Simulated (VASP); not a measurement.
A run of VASP 6.6.1 is set up as follows.

POSCAR

```
CdTe
1.0
    0.0000000000      3.1395734784      3.1395734784
    3.1395734784      0.0000000000      3.1395734784
    3.1395734784      3.1395734784      0.0000000000
Te Cd
1 1
Direct
    0.7500000000      0.7500000000      0.7500000000
    0.0000000000      0.0000000000      0.0000000000
```

File INCAR.step1:

```
SYSTEM = CdTe
PREC = Accurate ; ENCUT = 520
ISMEAR = -1 ; SIGMA = 0.05
LREAL = .False. ; LASPH = .True.
NELM = 150 ; LNONCOLLINEAR = .True.
MAGMOM = 0 0 0 0 0 0 ; LSORBIT = .True.
GGA_COMPAT = .False. ; NBANDS = 30
GGA = PE ; ALGO = Normal
EDIFF = 1E-4 ; LWAVE = .True.
LCHARG = .False.
```

The input INCAR.step2:

```
SYSTEM = CdTe
PREC = Accurate ; ENCUT = 520
EDIFF = 1E-6 ; ISMEAR = -1
SIGMA = 0.05 ; LREAL = .False.
LASPH = .True. ; NELM = 150
ALGO = Normal ; ISIF = 2
LWAVE = .False. ; LCHARG = .False.
LNONCOLLINEAR = .True. ; MAGMOM = 0 0 0 0 0 0
LORBIT = 11 ; LSORBIT = .True.
GGA_COMPAT = .False. ; LORBMOM = .True.
METAGGA = R2SCAN ; LMIXTAU = .True.
NBANDS = 30 ; ISTART = 1
```

KPOINTS

```
regular mesh
0
Gamma
  7 7 7
  0 0 0
```

Potentials or basis: VASP PAW PBE potentials, release 64 (Te, Cd).

Run with:

```sh
$ cat potpaw_PBE.64/Te/POTCAR potpaw_PBE.64/Cd/POTCAR > POTCAR
$ cp INCAR.step1 INCAR
$ mpirun -np 1 vasp_ncl > vasp.out
$ cp INCAR.step2 INCAR
$ mpirun -np 1 vasp_ncl > vasp.out
```

Estimate the pressure.

7.3 GPa.

Predict the net moment.

0.00 μB per cell.

Moments on the atoms (μB; x, y, z):
```
Te  0.00 0.00 0.00
Cd  0.00 0.00 0.00
```

Caveat: the PAW data sets were made with another functional, which shifts forces and pressure a little.
